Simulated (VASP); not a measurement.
# Si2Mo: electric field gradients with PBEsol

Crystal: Si2Mo.

```
CELL_PARAMETERS angstrom
-1.65531 1.57669 3.93050
1.57669 -1.65531 3.93050
1.62330 1.62330 -3.96250
ATOMIC_POSITIONS crystal
Si 0.33300 0.33300 0.00000
Si 0.66700 0.66700 0.00000
Mo 0.00000 0.00000 0.00000
```

This cell differs from its parent crystal: equal xy, yz and zx shear strains of -2 %.

- Program: VASP 6.6.1
- Task: electric field gradients
- Functional: PBEsol
- Potentials or basis: VASP PAW PBE potentials, release 64 (Si, Mo_sv)
- Cutoff: 520 eV
- k mesh: 12 × 12 × 16
- Occupations: fermi-dirac, width 0.03 eV
- Spin: no spin polarisation
- Dipole correction: no
- Further INCAR settings: ALGO = Normal; EDIFF = 1e-08; NBANDS = 18

| Quantity | Value |
| --- | --- |
| Pressure | -2.1 GPa |
| Largest force | 0.323 eV/Å |
| Band gap on the k mesh | zero (bands 11 and 12 overlap by 0.96 eV) |
| Largest electric field gradient by atom | Si -13.6; Mo -62.6 V/Å² |

Forces on the atoms (eV/Å):
```
Si  -0.028 -0.028  0.321
Si   0.028  0.028 -0.321
Mo   0.000  0.000  0.000
```

Stress tensor (GPa, compression positive):
```
-1.61  4.05  4.20
 4.05 -1.61  4.20
 4.20  4.20 -3.01
```

Levels at points of the mesh, in eV from the Fermi level:
| k point | band 7 | band 8 | band 9 | band 10 | band 11 | band 12 | band 13 | band 14 | band 15 | band 16 |
| --- | --- | --- | --- | --- | --- | --- | --- | --- | --- | --- |
| (0.00, 0.00, 0.00) | -3.47 | -3.11 | -2.82 | -2.51 | 0.38 | 2.98 | 3.02 | 3.62 | 3.75 | 4.02 |
| (0.50, 0.00, 0.00) | -5.02 | -4.60 | -2.64 | -2.46 | -0.54 | 2.20 | 3.04 | 3.92 | 4.46 | 5.35 |
| (0.50, 0.50, 0.00) | -5.81 | -5.10 | -4.62 | -3.09 | -1.02 | 2.28 | 2.62 | 2.89 | 3.31 | 4.66 |
| (0.00, 0.00, 0.50) | -5.71 | -5.41 | -4.45 | -3.08 | -1.28 | 2.28 | 2.68 | 3.04 | 3.21 | 4.95 |
| (0.50, 0.00, 0.50) | -4.90 | -4.38 | -2.76 | -2.52 | -0.56 | 2.26 | 2.91 | 4.04 | 4.10 | 5.56 |
| (0.50, 0.50, 0.50) | -3.56 | -2.33 | -0.73 | -0.63 | -0.52 | -0.45 | 0.52 | 4.60 | 5.15 | 5.86 |

Electric field gradients, principal values (V/Å²):
```tsv
atom	least	middle	greatest (by size)
1 Si	3.061	10.513	-13.574
2 Si	3.061	10.513	-13.574
3 Mo	19.399	43.239	-62.639
```

It took 9.9 min on 1 thread of Intel Xeon 8259CL, on a shared host, peak memory 0.55 GiB.

Caveat: the cell differs from its parent crystal (equal xy, yz and zx shear strains of -2 %); without QUAD_EFG the Cq values of the log hold for a quadrupole moment of 1 mb, not for the nuclei; the PAW data sets were made with another functional, which shifts forces and pressure a little.
